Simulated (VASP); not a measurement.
A run of VASP 6.6.1 is set up as follows.

File INCAR:

```
SYSTEM = CuI
PREC     = Accurate       ! precision mode
ENCUT    = 520            ! plane-wave cutoff, eV
EDIFF    = 1E-6           ! SCF threshold, eV
ISMEAR   = 0              ! smearing method
SIGMA    = 0.1            ! smearing width, eV
LREAL    = .False.        ! projectors in reciprocal space
LASPH    = .True.         ! aspherical terms in the spheres
NELM     = 60             ! most SCF steps
ALGO     = Normal         ! electronic algorithm
ISIF     = 2              ! what is computed and relaxed
LWAVE    = .False.        ! write WAVECAR
LCHARG   = .False.        ! write CHGCAR
GGA      = B5             ! functional
ALDAX    = 1.0          
AGGAX    = 1.0          
AGGAC    = 1.0          
ALDAC    = 0.0          
IVDW     = 13             ! dispersion correction
VDW_S6   = 1.0          
VDW_S8   = 2.34076671   
VDW_A1   = 0.44488865   
VDW_A2   = 4.0933009    
NBANDS   = 16             ! bands
```

The input KPOINTS:

```
regular mesh
0
Gamma
  8 8 8
  0 0 0
```

File POSCAR:

```
CuI
1.0
    0.0000000000      2.8620890000      2.8620890000
    2.8620890000      0.0000000000      2.8620890000
    2.8620890000      2.8620890000      0.0000000000
I Cu
1 1
Direct
    0.5000000000      0.5000000000      0.5000000000
    0.0000000000      0.0000000000      0.0000000000
```

Potentials or basis: VASP PAW PBE potentials, release 64 (I, Cu).

The run is started by

```sh
$ cat potpaw_PBE.64/I/POTCAR potpaw_PBE.64/Cu/POTCAR > POTCAR
$ mpirun -np 1 vasp_std > vasp.out
```

(1) Predict the pressure.

(2) Estimate the band gap on the k mesh.

(3) What does it give for the dispersion energy per atom?

Results:

(1) 0.0 GPa.

(2) zero (band 9 reaches 6.60 eV, above the bottom of band 10 at 6.17 eV).

(3) -0.831 eV.

Caveat: the PAW data sets were made with another functional, which shifts forces and pressure a little; spin-orbit coupling is left out, which moves the levels of the heavy elements; semilocal functionals often make such compounds metallic where correlation or magnetic order opens a gap, which also shifts bond lengths; pairwise dispersion overbinds metals, which lowers pressure and volume.
